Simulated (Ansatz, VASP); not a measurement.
## RbBr in VASP and in Ansatz

```
Rb Br
1.0
     4.32711    0.00000    0.00000
     0.00000    4.32711    0.00000
     0.00000    0.00000    4.32711
Rb Br
1 1
Cartesian
  0.0000 0.0000 0.0000
  2.1636 2.1636 2.1636
```

Alike in both runs: functional revPBE; k mesh 6 × 6 × 6; no spin polarisation.

Ansatz relaxed the structure, and its values are those at the end. VASP's run is a single point on that final structure, the one shown.

|  | VASP | Ansatz |
| --- | --- | --- |
| version | VASP 6.6.1 | Ansatz 0.2.0 |
| potentials or method | VASP PAW PBE potentials, release 64 (Rb_sv, Br) | PAW with Ansatz's default frozen-core files, scalar-relativistic |
| plane-wave cutoff (eV) | 520 | 420 |
| occupations | gaussian, width 0.01 eV | fixed |
| valence electrons in the cell | 16 | 16 |

|  | VASP | Ansatz | Ansatz less VASP |
| --- | --- | --- | --- |
| pressure (GPa) | 0.0 | 0.0 | -0.02 |

VASP's potentials were made for PBE, not for revPBE.
